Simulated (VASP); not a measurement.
# Al6HO in VASP: single point with PBE

Aim: the single point of Al6HO with PBE.

Everything below comes from runs of VASP 6.6.1. Logs are shortened: lines on timing, memory, paths and dates and some standing lists are left out, and cuts for length are marked.

## 1. The cell of the first run

The cell holds a slab with vacuum, 16 atoms: a = 5.725 Å, b = 5.725 Å, c = 24.998 Å, α = 90.00°, β = 90.00°, γ = 120.00°.

## 2. Single point, PBE

File INCAR:

```
SYSTEM = Al6HO
PREC     = Accurate       ! precision mode
ENCUT    = 520            ! plane-wave cutoff, eV
EDIFF    = 1E-6           ! SCF threshold, eV
ISMEAR   = -1             ! smearing method
SIGMA    = 0.05           ! smearing width, eV
LREAL    = Auto         
LASPH    = .True.         ! aspherical terms in the spheres
NELM     = 60             ! most SCF steps
ALGO     = Normal         ! electronic algorithm
ISIF     = 2              ! what is computed and relaxed
LWAVE    = .False.        ! write WAVECAR
LCHARG   = .False.        ! write CHGCAR
LDIPOL   = .True.       
IDIPOL   = 3            
DIPOL    = 0.5 0.5 0.462
GGA      = PE             ! functional
NBANDS   = 39             ! bands
```

File KPOINTS:

```
regular mesh
0
Gamma
  6 6 1
  0 0 0
```

File POSCAR:

```
Al6HO
1.0
    5.7246799319      0.0000000000      0.0000000000
   -2.8623399660      4.9577182496      0.0000000000
    0.0000000000      0.0000000000     24.9976815913
Al O H
12 2 2
Direct
    0.3333333333      0.1666666667      0.3200296784
    0.3333333333      0.6666666667      0.3200296784
    0.8333333333      0.1666666667      0.3200296784
    0.8333333333      0.6666666667      0.3200296784
    0.6666666667      0.3333333333      0.4135219803
    0.6666666667      0.8333333333      0.4135219803
    0.1666666667      0.3333333333      0.4135219803
    0.1666666667      0.8333333333      0.4135219803
    0.0000000000      0.5000000000      0.5070142823
    0.0000000000      0.0000000000      0.5070142823
    0.5000000000      0.5000000000      0.5070142823
    0.5000000000      0.0000000000      0.5070142823
    0.2947641794      0.3949303280      0.6304857326
    0.2602724546      0.4921452479      0.5853015424
    0.1499017040      0.3805855205      0.6543679473
    0.1666666667      0.3333333333      0.5614193276
```

Potentials or basis: VASP PAW PBE potentials, release 64 (Al, O, H).

Started as:

```console
$ cat potpaw_PBE.64/Al/POTCAR potpaw_PBE.64/O/POTCAR potpaw_PBE.64/H/POTCAR > POTCAR
$ mpirun -np 1 vasp_std > vasp.out
```

OUTCAR:

```text
SYSTEM = Al6HO
   PREC = Accurate
   ENCUT = 520
   EDIFF = 1E-6
   ISMEAR = -1
   LREAL = Auto
   LASPH = .True.
   NELM = 60
   ISIF = 2
   GGA = PE

 ion  position               nearest neighbor table
   1  0.333  0.167  0.320-   7 2.86   5 2.86   8 2.86   3 2.86   3 2.86   4 2.86   4 2.86   2 2.86
                             2 2.86
   2  0.333  0.667  0.320-   8 2.86   6 2.86   7 2.86   4 2.86   4 2.86   3 2.86   3 2.86   1 2.86
                             1 2.86
   3  0.833  0.167  0.320-   5 2.86   7 2.86   6 2.86   1 2.86   1 2.86   2 2.86   2 2.86   4 2.86
                             4 2.86
   4  0.833  0.667  0.320-   6 2.86   8 2.86   5 2.86   2 2.86   2 2.86   1 2.86   1 2.86   3 2.86
                             3 2.86
   5  0.667  0.333  0.414-   3 2.86   1 2.86   4 2.86   7 2.86   7 2.86   8 2.86   8 2.86   6 2.86
                             6 2.86   9 2.86  12 2.86  11 2.86
   6  0.667  0.833  0.414-   4 2.86   2 2.86   3 2.86   8 2.86   8 2.86   7 2.86   7 2.86   5 2.86
                             5 2.86  10 2.86  11 2.86  12 2.86
   7  0.167  0.333  0.414-   1 2.86   3 2.86   2 2.86   5 2.86   5 2.86   6 2.86   6 2.86   8 2.86
                             8 2.86  11 2.86  10 2.86   9 2.86
   8  0.167  0.833  0.414-   2 2.86   4 2.86   1 2.86   6 2.86   6 2.86   5 2.86   5 2.86   7 2.86
                             7 2.86  12 2.86   9 2.86  10 2.86
   9  0.000  0.500  0.507-  14 2.47  11 2.86  11 2.86  12 2.86  12 2.86  10 2.86  10 2.86   5 2.86
                             8 2.86   7 2.86
  10  0.000  0.000  0.507-  12 2.86  12 2.86  11 2.86  11 2.86   9 2.86   9 2.86   6 2.86   7 2.86
                             8 2.86
  11  0.500  0.500  0.507-  14 2.38   9 2.86   9 2.86  10 2.86  10 2.86  12 2.86  12 2.86   7 2.86
                             6 2.86   5 2.86
  12  0.500  0.000  0.507-  10 2.86  10 2.86   9 2.86   9 2.86  11 2.86  11 2.86   8 2.86   5 2.86
                             6 2.86
  13  0.295  0.395  0.630-  15 0.99  14 1.32
  14  0.260  0.492  0.585-  16 0.99  13 1.32  11 2.38   9 2.47
  15  0.150  0.381  0.654-  13 0.99
  16  0.167  0.333  0.561-  14 0.99

  LATTYP: Found a hexagonal cell.
 ALAT       =     5.7246799319
 C/A-ratio  =     4.3666513916

  Lattice vectors:

 A1 = (   5.7246799319,   0.0000000000,   0.0000000000)
 A2 = (  -2.8623399660,   4.9577182496,   0.0000000000)
 A3 = (   0.0000000000,   0.0000000000,  24.9976815913)

Analysis of symmetry for initial positions (statically):
=====================================================================
 Subroutine PRICEL returns:
 Original cell was already a primitive cell.

 Routine SETGRP: Setting up the symmetry group for a
 hexagonal supercell.

 Subroutine GETGRP returns: Found  1 space group operations
 (whereof  1 operations were pure point group operations)
 out of a pool of 24 trial point group operations.

The static configuration has the point symmetry C_1 .

Analysis of symmetry for dynamics (positions and initial velocities):
=====================================================================
 Subroutine PRICEL returns:
 Original cell was already a primitive cell.

 Routine SETGRP: Setting up the symmetry group for a
 hexagonal supercell.

 Subroutine GETGRP returns: Found  1 space group operations
 (whereof  1 operations were pure point group operations)
 out of a pool of 24 trial point group operations.

The dynamic configuration has the point symmetry C_1 .

 Subroutine INISYM returns: Found  1 space group operations
 (whereof  1 operations are pure point group operations),
 and found     1 'primitive' translations

----------------------------------------------------------------------------------------

                                     Primitive cell

  volume of cell :     709.4680

  direct lattice vectors                    reciprocal lattice vectors
     5.724679932  0.000000000  0.000000000     0.174682255  0.100852847  0.000000000
    -2.862339966  4.957718250  0.000000000     0.000000000  0.201705694  0.000000000
     0.000000000  0.000000000 24.997681591     0.000000000  0.000000000  0.040003710

  length of vectors
     5.724679932  5.724679932 24.997681591     0.201705694  0.201705694  0.040003710

  position of ions in fractional coordinates (direct lattice)
     0.333333333  0.166666667  0.320029678
     0.333333333  0.666666667  0.320029678
     0.833333333  0.166666667  0.320029678
     0.833333333  0.666666667  0.320029678
     0.666666667  0.333333333  0.413521980
     0.666666667  0.833333333  0.413521980
[... 8 lines left out ...]
     0.149901704  0.380585520  0.654367947
     0.166666667  0.333333333  0.561419328

  ion indices of the primitive-cell ions
   primitive index   ion index
                 1           1
                 2           2
                 3           3
                 4           4
                 5           5
                 6           6
[... 8 lines left out ...]
                15          15
                16          16

----------------------------------------------------------------------------------------

 KPOINTS: regular mesh

Automatic generation of k-mesh.
 Grid dimensions read from file:
 generate k-points for:    6    6    1

 Generating k-lattice:

  Cartesian coordinates                     Fractional coordinates (reciprocal lattice)
     0.029113709  0.016808808  0.000000000     0.166666667  0.000000000  0.000000000
     0.000000000  0.033617616  0.000000000     0.000000000  0.166666667  0.000000000
     0.000000000  0.000000000  0.040003710     0.000000000  0.000000000  1.000000000

  Length of vectors
     0.033617616  0.033617616  0.040003710

  Shift w.r.t. Gamma in fractional coordinates (k-lattice)
     0.000000000  0.000000000  0.000000000

 Subroutine IBZKPT returns following result:
 ===========================================

 Found     20 irreducible k-points:

 Following reciprocal coordinates:
            Coordinates               Weight
  0.000000  0.000000  0.000000      1.000000
  0.166667  0.000000  0.000000      2.000000
  0.000000  0.166667  0.000000      2.000000
 -0.166667  0.166667  0.000000      2.000000
  0.333333 -0.000000  0.000000      2.000000
  0.000000  0.333333  0.000000      2.000000
[... 12 lines left out ...]
  0.500000 -0.166667  0.000000      2.000000
  0.333333  0.333333  0.000000      2.000000
   k-points           NKPTS =     20   k-points in BZ     NKDIM =     20   number of bands    NBANDS=     39
   number of dos      NEDOS =    301   number of ions     NIONS =     16
   total plane-waves  NPLWV = 442368
   dimension x,y,z NGX =    48 NGY =   48 NGZ =  192
   dimension x,y,z NGXF=    96 NGYF=   96 NGZF=  384
   ions per type =              12   2   2
   NGX,Y,Z   is equivalent  to a cutoff of  13.94, 13.94, 12.77 a.u.
   NGXF,Y,Z  is equivalent  to a cutoff of  27.88, 27.88, 25.54 a.u.
 SYSTEM =  Al6HO
   PREC   = accura    normal or accurate (medium, high low for compatibility)
   ISTART =      0    job   : 0-new  1-cont  2-samecut
   ICHARG =      2    charge: 1-file 2-atom 10-const
   ISPIN  =      1    spin polarized calculation?
   LNONCOLLINEAR =      F non collinear calculations
   LSORBIT =      F    spin-orbit coupling
   LASPH  =      T    aspherical Exc in radial PAW
   ENCUT  =  520.0 eV  38.22 Ry    6.18 a.u.  10.64 10.64 46.48*2*pi/ulx,y,z
   NELM   =     60;   NELMIN=  2; NELMDL= -5     # of ELM steps
   EDIFF  = 0.1E-05   stopping-criterion for ELM
   LREAL  =      T    real-space projection
   EDIFFG = 0.1E-04   stopping-criterion for IOM
   NSW    =      0    number of steps for IOM
   IBRION =     -1    ionic relax: 0-MD 1-quasi-New 2-CG
   NFREE  =      0    steps in history (QN), initial steepest desc. (CG)
   ISIF   =      2    stress and relaxation
   ISYM   =      2    0-nonsym 1-usesym 2-fastsym
   POTIM  = 0.5000    time-step for ionic-motion
   TEBEG  =    0.0;   TEEND  =   0.0 temperature during run
   PSTRESS=    0.0 pullay stress
   NELECT =      50.0000    total number of electrons
   NUPDOWN=      -1.0000    fix difference up-down
   EMIN   =  10.00;   EMAX   =-10.00  energy-range for DOS
   EFERMI =   0.00;   METHOD = LEGACY
   ISMEAR =    -1;   SIGMA  =   0.05  broadening in eV -4-tet -1-fermi 0-gaus
   EFERMI_NEDOS =   21; number of points for ismear=-14 and -15
   IALGO  =     38    algorithm
   IMIX   =      4    mixing-type and parameters
     AMIX     =   0.40;   BMIX     =  1.00
     AMIX_MAG =   1.60;   BMIX_MAG =  1.00
  volume/ion in A,a.u.               =      44.34       299.23
  Fermi-wavevector in a.u.,A,eV,Ry     =   0.676219  1.277868  6.221561  0.457272
  Thomas-Fermi vector in A             =   1.753467
   LORBIT       =      0    0 simple, 1 ext, 2 COOP (PROOUT), +10 PAW based schemes
   GGA     = PE    functional components
   LHFCALC =     F    Hartree Fock is set to
   AEXX    =    0.0000 exact exchange contribution
   IVDW    =     0    specifies the selected vdW correction
   LEPSILON=     F    determine dielectric tensor
   LRPA    =     F    only Hartree local field effects (RPA)
 non-spin polarized calculation
  energy-cutoff  :      520.00
  volume of cell :      709.47
 maximum number of plane-waves:     19185
 NGX is ok and might be reduce to    48
   NGX = 21   NGY = 21   NGZ = 93

 dipolmoment           0.000000      0.000000      0.000244 electrons x Angstroem

 number of electron      50.0000001 magnetization

 dipolmoment           0.000000      0.000000     -0.185751 electrons x Angstroem

 Free energy of the ion-electron system (eV)
  ---------------------------------------------------
  ext. energy  EPLUGINS =         0.00000000
  ---------------------------------------------------
  free energy    TOTEN  =       -59.22363158 eV

  energy without entropy =      -59.15834498  energy(sigma->0) =      -59.19098828

 E-fermi :   0.0551     XC(G=0):  -3.9891

 val. band max:        0.0537864761   @ k =  -0.3333   0.3333   0.0000
 cond. band min:       0.0603433920   @ k =   0.3333  -0.0000   0.0000
 fundamental gap:      0.0065569160
 Fermi energy:         0.0551078464

 k-point     1 :       0.0000    0.0000    0.0000
  band No.  band energies     occupation
      1     -27.1721      2.00000
      2     -19.2793      2.00000
      3     -12.0550      2.00000
      4     -10.3697      2.00000
      5      -9.6077      2.00000
      6      -8.7909      2.00000
[... 29 lines left out ...]
     36       2.7001      0.00000
     37       2.9519      0.00000

 k-point     2 :       0.1667    0.0000    0.0000
  band No.  band energies     occupation
      1     -27.1720      2.00000
      2     -19.2790      2.00000
      3     -12.0507      2.00000
      4     -10.2096      2.00000
      5      -9.6064      2.00000
      6      -8.6980      2.00000
[... 29 lines left out ...]
     36       3.4960      0.00000
     37       3.6602      0.00000
[... 678 lines left out ...]
     36       3.1190      0.00000
     37       3.5142      0.00000

 k-point    20 :       0.3333    0.3333    0.0000
  band No.  band energies     occupation
      1     -27.1718      2.00000
      2     -19.2781      2.00000
      3     -12.0347      2.00000
      4      -9.6508      2.00000
      5      -8.6586      2.00000
      6      -8.4026      2.00000
[... 29 lines left out ...]
     36       3.3404      0.00000
     37       3.3849      0.00000
 [bands above 37 left out]

------------------------ aborting loop because EDIFF is reached ----------------------------------------

 vacuum level on the upper side and lower side of the slab       (xc-potential included)        -0.663         0.546

  FORCE on cell =-STRESS in cart. coord.  units (eV):
  Direction    XX          YY          ZZ          XY          YZ          ZX
  --------------------------------------------------------------------------------------
  -------------------------------------------------------------------------------------
  Total       -1.9534338     -0.5651389      9.4933244     -1.0531745     -1.9338336      3.4538888
  in kB       -4.4114006     -1.2762419     21.4385851     -2.3783629     -4.3671378      7.7998483
  external PRESSURE =       5.2503142 kB  Pullay stress =       0.0000000 kB

 VOLUME and BASIS-vectors are now :
 -----------------------------------------------------------------------------
  energy-cutoff  :      520.00
  volume of cell :      709.47
      direct lattice vectors                 reciprocal lattice vectors
     5.724679932  0.000000000  0.000000000     0.174682255  0.100852847  0.000000000
    -2.862339966  4.957718250  0.000000000     0.000000000  0.201705694  0.000000000
     0.000000000  0.000000000 24.997681591     0.000000000  0.000000000  0.040003710

 POSITION                                       TOTAL-FORCE (eV/Angst)
 -----------------------------------------------------------------------------------
      1.43117      0.82629      8.00000         0.028833      0.011083      0.059981
     -0.00000      3.30515      8.00000         0.015274     -0.000435      0.069295
      4.29351      0.82629      8.00000        -0.041083      0.006204      0.077924
      2.86234      3.30515      8.00000        -0.002202     -0.004182      0.055334
      2.86234      1.65257     10.33709         0.018635     -0.002373     -0.013746
      1.43117      4.13143     10.33709        -0.008208      0.001790      0.001813
[... 8 lines left out ...]
     -0.23123      1.88684     16.35768         0.408977     -0.033708     -0.185509
      0.00000      1.65257     14.03418        -0.339601     -1.375251     -0.605992
 -----------------------------------------------------------------------------------
    total drift:                               -0.002660      0.001012      0.049618

  FREE ENERGIE OF THE ION-ELECTRON SYSTEM (eV)
  ---------------------------------------------------
  free  energy   TOTEN  =       -59.2236315833 eV

  energy  without entropy=      -59.1583449802  energy(sigma->0) =      -59.19098828

 vacuum level on the upper side and lower side of the slab         2.810         3.998
```

It took 20 min on 1 thread of Intel Xeon Platinum 8559C (Emerald Rapids), shared host; peak memory 1 GiB.

Results:

- Free energy: -59.2236 eV
- Largest force: 6.555 eV/Å
- Band gap on the k mesh: zero (bands 25 and 26 overlap by 0.92 eV)

Forces in eV/Å, atoms in the order of the input:
```
Al   0.029  0.011  0.060
Al   0.015  0.000  0.069
Al  -0.041  0.006  0.078
Al  -0.002 -0.004  0.055
Al   0.019 -0.002 -0.014
Al  -0.008  0.002  0.002
Al  -0.003  0.031  0.023
Al   0.006 -0.008 -0.004
Al  -0.788  0.258 -0.895
Al  -0.022 -0.530 -0.539
Al   0.514  0.281 -0.586
Al  -0.060  0.076 -0.277
O    1.685 -2.074  5.986
O   -1.413  3.362 -3.167
H    0.409 -0.034 -0.186
H   -0.340 -1.375 -0.606
```

Levels at points of the mesh, in eV from the Fermi level:
```tsv
k point	band 21	band 22	band 23	band 24	band 25	band 26	band 27	band 28	band 29	band 30
(0.00, 0.00, 0.00)	-2.70	-2.66	-2.53	-0.54	-0.43	-0.40	-0.26	-0.17	-0.06	0.55
(0.50, 0.00, 0.00)	-1.41	-0.41	-0.39	-0.18	-0.16	0.86	0.93	1.27	1.34	1.60
(0.00, 0.50, 0.00)	-1.40	-0.41	-0.40	-0.16	-0.14	0.94	0.97	1.07	1.39	1.47
(0.50, 0.50, 0.00)	-1.46	-0.41	-0.40	-0.16	-0.12	0.92	0.95	1.27	1.30	1.60
```
